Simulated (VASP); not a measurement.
Write the native input for VASP 6.6.1 that does the following.

* Task: electric field gradients
* Functional: PBE
* Potentials or basis: VASP PAW PBE potentials, release 64 (Ca_sv, O)
* Cutoff: 520 eV
* k mesh: 11 × 11 × 11
* Occupations: fermi-dirac, width 0.02 eV
* Spin: no spin polarisation
* Dipole correction: no
* Further INCAR settings: ALGO = Normal; EDIFF = 1e-08; NBANDS = 15

The structure of CaO lies in POSCAR:

```
CaO
1.0
    0.0000000000      2.4490000000      2.4490000000
    2.4490000000      0.0000000000      2.4490000000
    2.4490000000      2.4490000000      0.0000000000
Ca O
1 1
Direct
    0.0000000000      0.0000000000      0.0000000000
    0.5000000000      0.5000000000      0.5000000000
```

One way to write it, as run:

INCAR

```
PREC     = Accurate       # precision mode
ENCUT    = 520            # plane-wave cutoff, eV
EDIFF    = 1E-8           # SCF threshold, eV
ISMEAR   = -1             # smearing method
SIGMA    = 0.02           # smearing width, eV
LREAL    = False          # projectors in reciprocal space
LASPH    = True           # aspherical terms in the spheres
NELM     = 60             # most SCF steps
ALGO     = Normal         # electronic algorithm
ISIF     = 2              # what is computed and relaxed
LWAVE    = False          # write WAVECAR
LCHARG   = False          # write CHGCAR
GGA      = PE             # functional
LEFG     = True         
NBANDS   = 15             # bands
```

KPOINTS

```
regular mesh
0
Gamma
  11 11 11
```

Potentials or basis: VASP PAW PBE potentials, release 64 (Ca_sv, O).

Command:

```console
$ cat potpaw_PBE.64/Ca_sv/POTCAR potpaw_PBE.64/O/POTCAR > POTCAR
$ mpirun -np 1 vasp_std > vasp.out
```

It gave:

| Property | Result |
| --- | --- |
| Pressure | -3.5 GPa |
| Band gap on the k mesh | 3.68 eV, indirect (least direct gap 4.06 eV) |

Caveat: without QUAD_EFG the Cq values of the log hold for a quadrupole moment of 1 mb, not for the nuclei.

Wall time 51 s on 1 thread of Intel Xeon 8259CL, with other jobs on the host, peak memory 0.17 GiB.
